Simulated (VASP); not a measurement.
TePb: single point with PBE

The system is TePb.

```
CELL_PARAMETERS angstrom
3.97501 0.00000 0.00000
0.00000 3.97501 0.00000
0.00000 0.00000 3.97501
ATOMIC_POSITIONS crystal
Pb 0.00000 0.00000 0.00000
Te 0.50000 0.50000 0.50000
```

* Program: VASP 6.6.1
* Task: single point
* Functional: PBE
* Potentials or basis: VASP PAW PBE potentials, release 64 (Pb_d, Te)
* Cutoff: 500 eV
* k mesh: 4 × 4 × 4
* Occupations: fermi-dirac, width 0.02 eV
* Spin: non-collinear spin, zero start, spin-orbit coupling
* Starting moments: [[0.0, 0.0, 0.0], [0.0, 0.0, 0.0]] μB

| Item | Value |
| --- | --- |
| Pressure | 1.8 GPa |
| Net moment | 0.00 μB per cell |
| Valence electrons inside the program's atomic spheres | Pb 11.86; Te 3.35 |

Moments on the atoms (μB; x, y, z):
```
Pb  0.00 0.00 0.00
Te  0.00 0.00 0.00
```

Run time: 39 s on 1 thread of Intel(R) Xeon(R) Platinum 8375C CPU @ 2.90GHz (Ice Lake), on a shared host, peak memory 0.28 GiB.

Caveat: the k points lie up to 0.40 Å⁻¹ apart.
